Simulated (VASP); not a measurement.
**La2AlF: single point with PBE**

La2AlF:

```xyz
4
Lattice="3.7329 0.0000 0.0000 -1.8665 3.2328 0.0000 0.0000 0.0000 8.1014" Properties=species:S:1:pos:R:3 pbc="T T T"
La    0.0000    2.1552    5.8236
La    1.8665    1.0776    2.2778
Al    0.0000    0.0000    0.0000
F     0.0000    0.0000    4.0507
```

The cell was built from a structure type or drawn by symmetry, and may not be a known phase.

* Program: VASP 6.6.1
* Task: single point
* Functional: PBE
* Potentials or basis: VASP PAW PBE potentials, release 64 (La, Al, F)
* Cutoff: 520 eV
* k mesh: 12 × 12 × 6
* Occupations: gaussian, width 0.1 eV
* Spin: no spin polarisation

```
Pressure               : -0.1 GPa
Largest force          : 0.007 eV/Å
Band gap on the k mesh : zero (bands 16 and 17 overlap by 0.71 eV)
```

Forces in eV/Å, atoms in the order of the input:
```
La   0.000  0.000  0.007
La   0.000  0.000 -0.007
Al   0.000  0.000  0.000
F    0.000  0.000  0.000
```

Levels at points of the mesh, in eV from the Fermi level:
| k point | band 14 | band 15 | band 16 | band 17 | band 18 | band 19 |
| --- | --- | --- | --- | --- | --- | --- |
| (0.00, 0.00, 0.00) | -1.83 | -1.06 | 0.61 | 0.63 | 1.21 | 1.21 |
| (0.50, 0.00, 0.00) | -2.07 | -1.45 | -1.21 | 0.47 | 1.10 | 1.12 |
| (0.00, 0.00, 0.50) | -2.43 | -0.92 | 0.40 | 1.03 | 1.03 | 1.08 |
| (0.50, 0.00, 0.50) | -2.31 | -1.85 | -0.60 | 0.58 | 1.11 | 1.25 |

It took 5.7 min on 1 thread of Intel Xeon 8259CL, with other jobs on the host, peak memory 0.4 GiB.

Caveat: spin-orbit coupling is left out, which moves the levels of the heavy elements.
